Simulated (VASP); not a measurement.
# Cu (P6_3/mmc) in VASP: further runs

Cu is run at these levels: PBEsol; tasks: single point.

Everything below comes from runs of VASP 6.6.1. Logs are shortened: lines on timing, memory, paths and dates and some standing lists are left out, and cuts for length are marked.

## (1) The cell of the first run

Symmetry: P6_3/mmc, No. 194, hexagonal system. Conventional cell: a = 2.531 Å, b = 2.531 Å, c = 8.262 Å, α = 90.00°, β = 90.00°, γ = 120.00°. Cu (site symmetry -3m) has 12 Cu at 2.53 Å within 3.3 Å. Within 3.3 Å of Cu (site symmetry -6m2) lie 12 Cu at 2.53 Å.

This isn't the form of Cu at room conditions, which is fcc.

## (2) Single point, PBEsol

Contents of INCAR:

```
SYSTEM = Cu
PREC = Accurate
ENCUT = 520
EDIFF = 1E-6
ISMEAR = -1
SIGMA = 0.1
LREAL = .FALSE.
LASPH = .TRUE.
NELM = 100
ALGO = Normal
ISIF = 2
LWAVE = .FALSE.
LCHARG = .TRUE.
GGA = PS
LELF = .TRUE.
LVHAR = .TRUE.
NBANDS = 30
```

Contents of KPOINTS:

```
regular mesh
0
G
  10 10 3
  0 0 0
```

Contents of POSCAR:

```
Cu
1.0
    2.5307640000      0.0000000000      0.0000000000
   -1.2653820000      2.1917060000      0.0000000000
    0.0000000000      0.0000000000      8.2618150000
Cu
4
Direct
    0.0000000000      0.0000000000      0.0000000000
    0.3333333333      0.6666666667      0.2500000000
    0.0000000000      0.0000000000      0.5000000000
    0.6666666667      0.3333333333      0.7500000000
```

Potentials or basis: VASP PAW PBE potentials, release 64 (Cu).

Command:

```
$ cat potpaw_PBE.64/Cu/POTCAR > POTCAR
$ mpirun -np 1 vasp_std > vasp.out
```

OUTCAR:

```text
SYSTEM = Cu
   PREC = Accurate
   ENCUT = 520
   EDIFF = 1E-6
   ISMEAR = -1
   LREAL = .FALSE.
   LASPH = .TRUE.
   NELM = 100
   ISIF = 2
   GGA = PS

 ion  position               nearest neighbor table
   1  0.000  0.000  0.000-   2 2.53   4 2.53   4 2.53   2 2.53   4 2.53   2 2.53
   2  0.333  0.667  0.250-   1 2.53   3 2.53   1 2.53   3 2.53   1 2.53   3 2.53
   3  0.000  0.000  0.500-   2 2.53   4 2.53   4 2.53   2 2.53   4 2.53   2 2.53
   4  0.667  0.333  0.750-   1 2.53   3 2.53   1 2.53   3 2.53   1 2.53   3 2.53

  LATTYP: Found a hexagonal cell.
 ALAT       =     2.5307640000
 C/A-ratio  =     3.2645537079

  Lattice vectors:

 A1 = (   2.5307640000,   0.0000000000,   0.0000000000)
 A2 = (  -1.2653820000,   2.1917060000,   0.0000000000)
 A3 = (   0.0000000000,   0.0000000000,   8.2618150000)

Analysis of symmetry for initial positions (statically):
=====================================================================
 Subroutine PRICEL returns:
 Original cell was already a primitive cell.

 Routine SETGRP: Setting up the symmetry group for a
 hexagonal supercell.

 Subroutine GETGRP returns: Found 24 space group operations
 (whereof 12 operations were pure point group operations)
 out of a pool of 24 trial point group operations.

The static configuration has the point symmetry D_3d.
 The point group associated with its full space group is D_6h.

Analysis of symmetry for dynamics (positions and initial velocities):
=====================================================================
 Subroutine PRICEL returns:
 Original cell was already a primitive cell.

 Routine SETGRP: Setting up the symmetry group for a
 hexagonal supercell.

 Subroutine GETGRP returns: Found 24 space group operations
 (whereof 12 operations were pure point group operations)
 out of a pool of 24 trial point group operations.

The dynamic configuration has the point symmetry D_3d.
 The point group associated with its full space group is D_6h.

 Subroutine INISYM returns: Found 24 space group operations
 (whereof 12 operations are pure point group operations),
 and found     1 'primitive' translations

----------------------------------------------------------------------------------------

                                     Primitive cell

  volume of cell :      45.8257

  direct lattice vectors                    reciprocal lattice vectors
     2.530764000  0.000000000  0.000000000     0.395137595  0.228132788  0.000000000
    -1.265382000  2.191706000  0.000000000     0.000000000  0.456265576  0.000000000
     0.000000000  0.000000000  8.261815000     0.000000000  0.000000000  0.121038779

  length of vectors
     2.530764000  2.530764074  8.261815000     0.456265589  0.456265576  0.121038779

  position of ions in fractional coordinates (direct lattice)
     0.000000000  0.000000000  0.000000000
     0.333333333  0.666666667  0.250000000
     0.000000000  0.000000000  0.500000000
     0.666666667  0.333333333  0.750000000

  ion indices of the primitive-cell ions
   primitive index   ion index
                 1           1
                 2           2
                 3           3
                 4           4

----------------------------------------------------------------------------------------

 KPOINTS: regular mesh

Automatic generation of k-mesh.
 Grid dimensions read from file:
 generate k-points for:   10   10    3

 Generating k-lattice:

  Cartesian coordinates                     Fractional coordinates (reciprocal lattice)
     0.039513759  0.022813279  0.000000000     0.100000000  0.000000000  0.000000000
     0.000000000  0.045626558  0.000000000     0.000000000  0.100000000  0.000000000
     0.000000000  0.000000000  0.040346260     0.000000000  0.000000000  0.333333333

  Length of vectors
     0.045626559  0.045626558  0.040346260

  Shift w.r.t. Gamma in fractional coordinates (k-lattice)
     0.000000000  0.000000000  0.000000000

 Subroutine IBZKPT returns following result:
 ===========================================

 Found     28 irreducible k-points:

 Following reciprocal coordinates:
            Coordinates               Weight
  0.000000  0.000000  0.000000      1.000000
  0.100000  0.000000  0.000000      6.000000
  0.200000  0.000000  0.000000      6.000000
  0.300000  0.000000  0.000000      6.000000
  0.400000  0.000000  0.000000      6.000000
  0.500000  0.000000  0.000000      3.000000
[... 16 lines left out ...]
  0.300000  0.100000  0.333333     24.000000
  0.400000  0.100000  0.333333     24.000000
 [... further k-points ...]
   k-points           NKPTS =     28   k-points in BZ     NKDIM =     28   number of bands    NBANDS=     30
   number of dos      NEDOS =    301   number of ions     NIONS =      4
   total plane-waves  NPLWV =  25600
   dimension x,y,z NGX =    20 NGY =   20 NGZ =   64
   dimension x,y,z NGXF=    40 NGYF=   40 NGZF=  128
   ions per type =               4
   NGX,Y,Z   is equivalent  to a cutoff of  13.14, 13.14, 12.88 a.u.
   NGXF,Y,Z  is equivalent  to a cutoff of  26.28, 26.28, 25.76 a.u.
 SYSTEM =  Cu
   PREC   = accura    normal or accurate (medium, high low for compatibility)
   ISTART =      0    job   : 0-new  1-cont  2-samecut
   ICHARG =      2    charge: 1-file 2-atom 10-const
   ISPIN  =      1    spin polarized calculation?
   LNONCOLLINEAR =      F non collinear calculations
   LSORBIT =      F    spin-orbit coupling
   LASPH  =      T    aspherical Exc in radial PAW
   ENCUT  =  520.0 eV  38.22 Ry    6.18 a.u.   4.71  4.71 15.36*2*pi/ulx,y,z
   NELM   =    100;   NELMIN=  2; NELMDL= -5     # of ELM steps
   EDIFF  = 0.1E-05   stopping-criterion for ELM
   LREAL  =      F    real-space projection
   EDIFFG = 0.1E-04   stopping-criterion for IOM
   NSW    =      0    number of steps for IOM
   IBRION =     -1    ionic relax: 0-MD 1-quasi-New 2-CG
   NFREE  =      0    steps in history (QN), initial steepest desc. (CG)
   ISIF   =      2    stress and relaxation
   ISYM   =      2    0-nonsym 1-usesym 2-fastsym
   POTIM  = 0.5000    time-step for ionic-motion
   TEBEG  =    0.0;   TEEND  =   0.0 temperature during run
   PSTRESS=    0.0 pullay stress
   NELECT =      44.0000    total number of electrons
   NUPDOWN=      -1.0000    fix difference up-down
   EMIN   =  10.00;   EMAX   =-10.00  energy-range for DOS
   EFERMI =   0.00;   METHOD = LEGACY
   ISMEAR =    -1;   SIGMA  =   0.10  broadening in eV -4-tet -1-fermi 0-gaus
   EFERMI_NEDOS =   21; number of points for ismear=-14 and -15
   IALGO  =     38    algorithm
   IMIX   =      4    mixing-type and parameters
     AMIX     =   0.40;   BMIX     =  1.00
     AMIX_MAG =   1.60;   BMIX_MAG =  1.00
  volume/ion in A,a.u.               =      11.46        77.31
  Fermi-wavevector in a.u.,A,eV,Ry     =   1.615062  3.052025 35.489789  2.608426
  Thomas-Fermi vector in A             =   2.709870
   LORBIT       =      0    0 simple, 1 ext, 2 COOP (PROOUT), +10 PAW based schemes
   GGA     = PS    functional components
   LHFCALC =     F    Hartree Fock is set to
   AEXX    =    0.0000 exact exchange contribution
   IVDW    =     0    specifies the selected vdW correction
   LEPSILON=     F    determine dielectric tensor
   LRPA    =     F    only Hartree local field effects (RPA)
 non-spin polarized calculation
  energy-cutoff  :      520.00
  volume of cell :       45.83
 maximum number of plane-waves:      1255
 NGX is ok and might be reduce to    20
   NGX =  9   NGY =  9   NGZ = 31

 number of electron      43.9999989 magnetization

 Free energy of the ion-electron system (eV)
  ---------------------------------------------------
  ext. energy  EPLUGINS =         0.00000000
  ---------------------------------------------------
  free energy    TOTEN  =       -17.21565800 eV

  energy without entropy =      -17.16493784  energy(sigma->0) =      -17.19029792

 E-fermi :   7.7239     XC(G=0): -13.0864

 val. band max:        7.6881475116   @ k =   0.3000   0.0000   0.3333
 cond. band min:       7.8157316641   @ k =   0.4000   0.1000   0.3333
 fundamental gap:      0.1275841525
 Fermi energy:         7.7239490524

 k-point     1 :       0.0000    0.0000    0.0000
  band No.  band energies     occupation
      1      -1.8418      2.00000
      2       0.3174      2.00000
      3       0.3330      2.00000
      4       2.5144      2.00000
      5       4.3943      2.00000
      6       4.3961      2.00000
[... 22 lines left out ...]
     29      29.9069      0.00000
     30      30.0514      0.00000

 k-point     2 :       0.1000    0.0000    0.0000
  band No.  band energies     occupation
      1      -1.5124      2.00000
      2       0.6098      2.00000
      3       0.6248      2.00000
      4       2.7071      2.00000
      5       4.2497      2.00000
      6       4.3200      2.00000
[... 22 lines left out ...]
     29      27.3110      0.00000
     30      27.3195      0.00000

 k-point     3 :       0.2000    0.0000    0.0000
  band No.  band energies     occupation
      1      -0.5591      2.00000
      2       1.4009      2.00000
      3       1.4140      2.00000
      4       3.1541      2.00000
      5       4.0237      2.00000
      6       4.1282      2.00000
[... 22 lines left out ...]
     29      22.7202      0.00000
     30      22.8694      0.00000

 k-point     4 :       0.3000    0.0000    0.0000
  band No.  band energies     occupation
      1       0.8655      2.00000
      2       2.2903      2.00000
      3       2.3028      2.00000
      4       3.3687      2.00000
      5       3.7685      2.00000
      6       3.9066      2.00000
[... 616 lines left out ...]
     29      21.4425      0.00000
     30      22.0738      0.00000

 k-point    23 :       0.3000    0.1000    0.3333
  band No.  band energies     occupation
      1       1.9437      2.00000
      2       2.2834      2.00000
      3       3.0757      2.00000
      4       3.3791      2.00000
      5       3.5394      2.00000
      6       3.6747      2.00000
[... 22 lines left out ...]
     29      19.8683      0.00000
     30      20.1434      0.00000

 k-point    24 :       0.4000    0.1000    0.3333
  band No.  band energies     occupation
      1       2.7216      2.00000
      2       2.8450      2.00000
      3       3.0179      2.00000
      4       3.1989      2.00000
      5       3.4334      2.00000
      6       3.5295      2.00000
[... 22 lines left out ...]
     29      18.9898      0.00000
     30      19.3798      0.00000

 [... further k-points ...]

------------------------ aborting loop because EDIFF is reached ----------------------------------------

  FORCE on cell =-STRESS in cart. coord.  units (eV):
  Direction    XX          YY          ZZ          XY          YZ          ZX
  --------------------------------------------------------------------------------------
  -------------------------------------------------------------------------------------
  Total       -0.2353172     -0.2353172     -0.4840083      0.0000000     -0.0000000      0.0000000
  in kB       -8.2272528     -8.2272534    -16.9220880      0.0000000     -0.0000000      0.0000000
  external PRESSURE =     -11.1255314 kB  Pullay stress =       0.0000000 kB

 VOLUME and BASIS-vectors are now :
 -----------------------------------------------------------------------------
  energy-cutoff  :      520.00
  volume of cell :       45.83
      direct lattice vectors                 reciprocal lattice vectors
     2.530764000  0.000000000  0.000000000     0.395137595  0.228132788  0.000000000
    -1.265382000  2.191706000  0.000000000     0.000000000  0.456265576  0.000000000
     0.000000000  0.000000000  8.261815000     0.000000000  0.000000000  0.121038779

 POSITION                                       TOTAL-FORCE (eV/Angst)
 -----------------------------------------------------------------------------------
      0.00000      0.00000      0.00000        -0.000000      0.000000     -0.000000
     -0.00000      1.46114      2.06545         0.000000      0.000000      0.000000
      0.00000      0.00000      4.13091        -0.000000      0.000000     -0.000000
      1.26538      0.73057      6.19636        -0.000000     -0.000000     -0.000000
 -----------------------------------------------------------------------------------
    total drift:                                0.000000     -0.000000      0.000000

  FREE ENERGIE OF THE ION-ELECTRON SYSTEM (eV)
  ---------------------------------------------------
  free  energy   TOTEN  =       -17.2156579992 eV

  energy  without entropy=      -17.1649378421  energy(sigma->0) =      -17.19029792
```

Run time: 63 s. Hardware: 1 thread of Intel Xeon 8259CL, shared host; peak memory 0.17 GiB.

What came out:

| Item | Value |
| --- | --- |
| Free energy | -17.2157 eV |
| Pressure | -1.1 GPa |
| Band gap on the k mesh | zero (bands 22 and 23 overlap by 4.82 eV) |

Levels at points of the mesh, in eV from the Fermi level:
```tsv
k point	band 21	band 22	band 23	band 24	band 25	band 26
(0.00, 0.00, 0.00)	-1.94	-1.64	-1.64	-1.07	3.96	12.74
(0.50, 0.00, 0.00)	-0.64	0.39	1.02	1.60	4.77	4.79
```

Caveat: the PAW data sets were made with another functional, which shifts forces and pressure a little.

## (3) Single point, PBEsol

This run uses another cell than the first one, of 11.91 Å³/atom.

Contents of INCAR:

```
SYSTEM = Cu
ALGO     = Normal         ! electronic algorithm
EDIFF    = 1E-6           ! SCF threshold, eV
ENCUT    = 520            ! plane-wave cutoff, eV
GGA      = PS             ! functional
ISIF     = 2              ! what is computed and relaxed
ISMEAR   = -1             ! smearing method
LASPH    = .TRUE.         ! aspherical terms in the spheres
LCHARG   = .FALSE.        ! write CHGCAR
LREAL    = .FALSE.        ! projectors in reciprocal space
LWAVE    = .FALSE.        ! write WAVECAR
NBANDS   = 30             ! bands
NELM     = 60             ! most SCF steps
PREC     = Accurate       ! precision mode
SIGMA    = 0.1            ! smearing width, eV
```

Contents of KPOINTS:

```
k-points
0
G
  10 10 3
  0 0 0
```

Contents of POSCAR:

```
Cu
1.0
    2.5640673454      0.0000000000      0.0000000000
   -1.2820336727      2.2205475443      0.0000000000
    0.0000000000      0.0000000000      8.3705355599
Cu
4
Direct
    0.0000000000      0.0000000000      0.0000000000
    0.3333333333      0.6666666667      0.2500000000
    0.0000000000      0.0000000000      0.5000000000
    0.6666666667      0.3333333333      0.7500000000
```

Potentials or basis: VASP PAW PBE potentials, release 64 (Cu).

Command:

```
$ cat potpaw_PBE.64/Cu/POTCAR > POTCAR
$ mpirun -np 1 vasp_std > vasp.out
```

OUTCAR:

```text
SYSTEM = Cu
   EDIFF = 1E-6
   ENCUT = 520
   GGA = PS
   ISIF = 2
   ISMEAR = -1
   LASPH = .TRUE.
   LREAL = .FALSE.
   NELM = 60
   PREC = Accurate

 ion  position               nearest neighbor table
   1  0.000  0.000  0.000-   2 2.56   4 2.56   4 2.56   2 2.56   4 2.56   2 2.56
   2  0.333  0.667  0.250-   1 2.56   3 2.56   1 2.56   3 2.56   1 2.56   3 2.56
   3  0.000  0.000  0.500-   2 2.56   4 2.56   4 2.56   2 2.56   4 2.56   2 2.56
   4  0.667  0.333  0.750-   1 2.56   3 2.56   1 2.56   3 2.56   1 2.56   3 2.56

  LATTYP: Found a hexagonal cell.
 ALAT       =     2.5640673454
 C/A-ratio  =     3.2645537080
[... 992 lines left out ...]
  --------------------------------------------------------------------------------------
  -------------------------------------------------------------------------------------
  Total       -1.9335654     -1.9335656     -2.2020989     -0.0000000      0.0000000      0.0000000
  in kB      -65.0019984    -65.0020035    -74.0294726     -0.0000000      0.0000000      0.0000000
  external PRESSURE =     -68.0111582 kB  Pullay stress =       0.0000000 kB

 VOLUME and BASIS-vectors are now :
 -----------------------------------------------------------------------------
  energy-cutoff  :      520.00
  volume of cell :       47.66
      direct lattice vectors                 reciprocal lattice vectors
     2.564067345  0.000000000  0.000000000     0.390005357  0.225169689  0.000000000
    -1.282033673  2.220547544  0.000000000     0.000000000  0.450339378  0.000000000
     0.000000000  0.000000000  8.370535560     0.000000000  0.000000000  0.119466669

 POSITION                                       TOTAL-FORCE (eV/Angst)
 -----------------------------------------------------------------------------------
      0.00000      0.00000      0.00000        -0.000000      0.000000     -0.000000
     -0.00000      1.48037      2.09263         0.000000     -0.000000     -0.000000
      0.00000      0.00000      4.18527        -0.000000      0.000000     -0.000000
      1.28203      0.74018      6.27790        -0.000000      0.000000      0.000000
 -----------------------------------------------------------------------------------
    total drift:                                0.000000     -0.000000      0.000000

  FREE ENERGIE OF THE ION-ELECTRON SYSTEM (eV)
  ---------------------------------------------------
  free  energy   TOTEN  =       -17.1712008668 eV

  energy  without entropy=      -17.1202128519  energy(sigma->0) =      -17.14570686
```

OSZICAR:

```text
N       E                     dE             d eps       ncg     rms          rms(c)
DAV:   1     0.336412172594E+03    0.33641E+03   -0.19977E+04  1776   0.262E+03
DAV:   2     0.938111082509E+01   -0.32703E+03   -0.31481E+03  1680   0.393E+02
DAV:   3    -0.207538394805E+02   -0.30135E+02   -0.28440E+02  1866   0.166E+02
DAV:   4    -0.215059179708E+02   -0.75208E+00   -0.75075E+00  1924   0.355E+01
DAV:   5    -0.215157270487E+02   -0.98091E-02   -0.98086E-02  2146   0.397E+00    0.168E+01
DAV:   6    -0.189577862281E+02    0.25579E+01   -0.36571E+01  1884   0.128E+02    0.886E+00
DAV:   7    -0.172119219605E+02    0.17459E+01   -0.71298E+00  1902   0.546E+01    0.796E-01
DAV:   8    -0.171857587985E+02    0.26163E-01   -0.14794E-01  2322   0.761E+00    0.925E-01
DAV:   9    -0.171789513439E+02    0.68075E-02   -0.23745E-02  1944   0.526E+00    0.661E-01
DAV:  10    -0.171710894116E+02    0.78619E-02   -0.15802E-02  2006   0.254E+00    0.243E-02
DAV:  11    -0.171712032388E+02   -0.11383E-03   -0.99443E-04  1996   0.376E-01    0.206E-02
DAV:  12    -0.171712001281E+02    0.31107E-05   -0.39629E-05  2152   0.111E-01    0.294E-03
DAV:  13    -0.171712008668E+02   -0.73866E-06   -0.58764E-06  1778   0.403E-02
   1 F= -.17171201E+02 E0= -.17145707E+02  d E =-.509880E-01
```

It took 59 s on 1 thread of Intel Xeon 8259CL, shared host; peak memory 0.17 GiB.

Results:

* Free energy: -17.1712 eV
* Pressure: -6.8 GPa
* Band gap on the k mesh: zero (bands 22 and 23 overlap by 4.70 eV)

Levels at points of the mesh, in eV from the Fermi level:
```tsv
k point	band 20	band 21	band 22	band 23	band 24	band 25	band 26	band 27
(0.00, 0.00, 0.00)	-1.88	-1.88	-1.59	-1.59	-0.95	3.76	12.41	12.41
(0.50, 0.00, 0.00)	-1.45	-0.55	0.46	0.99	1.56	4.56	4.59	8.48
```

Caveat: the cell stands under tension; the PAW data sets were made with another functional, which shifts forces and pressure a little.

(Continued in part 2 of 2.)
